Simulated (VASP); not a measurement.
## C: relaxation of cell and atoms with PBEsol

C:

```
C
1.0
     0.00000    2.12700    3.34800
     1.22800    0.00000    3.34800
     1.22800    2.12700    0.00000
C
2
Cartesian
  1.2280 0.7090 3.3480
  1.2280 3.5450 3.3480
```

- Program: VASP 6.6.1
- Task: relaxation of cell and atoms
- Functional: PBEsol
- Potentials or basis: VASP PAW PBE potentials, release 64 (C)
- Cutoff: 600 eV
- k mesh: 15 × 15 × 15
- Occupations: gaussian, width 0.05 eV
- Spin: no spin polarisation
- Dipole correction: no
- Further INCAR settings: ALGO = Normal; EDIFF = 1e-07; IBRION = 2; EDIFFG = -0.01; NSW = 80; ISIF = 3

| Quantity | Value |
| --- | --- |
| Relaxed volume | 9.37 Å³/atom |
| Relaxed cell | a = 4.162 Å, b = 3.781 Å, c = 2.460 Å, α = 80.64°, β = 63.69°, γ = 35.67° |
| Space group after relaxing (to 0.1 Å) | Fmmm (No. 69) |
| Energy gained by relaxing | 2.5 meV/atom |
| Ionic steps | 19 |
| Pressure after relaxing | 0.0 GPa |
| Largest force after relaxing | 0.010 eV/Å |

Forces on the atoms (eV/Å):
```
C    0.000 -0.010  0.000
C    0.000  0.010  0.000
```

Stress tensor (GPa, compression positive):
```
 0.07  0.00  0.00
 0.00 -0.06  0.00
 0.00  0.00  0.06
```

Step by step:
| step | energy change (eV) | largest force (eV/Å) | pressure (GPa) | volume (Å³) |
| --- | --- | --- | --- | --- |
| 1 | 0.0000 | 0.0013 | 1.71 | 17.49 |
| 2 | 0.0007 | 0.0271 | -2.34 | 17.73 |
| 3 | -0.0005 | 0.0101 | 0.11 | 17.58 |
| 4 | -0.0011 | 0.0287 | 0.12 | 17.65 |
| 5 | -0.0023 | 0.1451 | 0.12 | 17.87 |
| 6 | -0.0025 | 0.3746 | 0.22 | 18.30 |
| 7 | -0.0028 | 0.2784 | 0.18 | 18.12 |
| 8 | -0.0029 | 0.2643 | 0.16 | 18.14 |
| 9 | -0.0032 | 0.2223 | 0.19 | 18.18 |
| 10 | -0.0038 | 0.1375 | 0.21 | 18.27 |
| 11 | -0.0043 | 0.0360 | 0.26 | 18.45 |
| 12 | -0.0043 | 0.0716 | 0.28 | 18.49 |
| 13 | -0.0045 | 0.0596 | 0.23 | 18.53 |
| 14 | -0.0049 | 0.0260 | 0.08 | 18.65 |
| 15 | -0.0049 | 0.0127 | 0.03 | 18.70 |
| 16 | -0.0049 | 0.0110 | 0.01 | 18.71 |
| 17 | -0.0049 | 0.0024 | 0.01 | 18.71 |
| 18 | -0.0050 | 0.0200 | 0.00 | 18.73 |
| 19 | -0.0050 | 0.0097 | 0.02 | 18.74 |

Final structure:
```cif
data_structure
_symmetry_space_group_name_H-M 'P 1'
_symmetry_Int_Tables_number 1
_cell_length_a 4.1619
_cell_length_b 3.7811
_cell_length_c 2.4599
_cell_angle_alpha 80.636
_cell_angle_beta 63.690
_cell_angle_gamma 35.674
_cell_volume 18.74
loop_
_atom_site_label
_atom_site_type_symbol
_atom_site_fract_x
_atom_site_fract_y
_atom_site_fract_z
_atom_site_occupancy
C1 C 0.16670 0.83330 0.16670 1
C2 C 0.83330 0.16670 0.83330 1
```

It took 6.9 min on 1 thread of AMD EPYC 9R45 96-Core Processor (Zen 5), with other jobs on the host, peak memory 0.17 GiB.

Caveat: this functional lacks dispersion, which binds the layers, so the pressure and a relaxed spacing across them are unreliable; the PAW data sets were made with another functional, which shifts forces and pressure a little. Zero-point motion and thermal expansion aren't in these numbers.
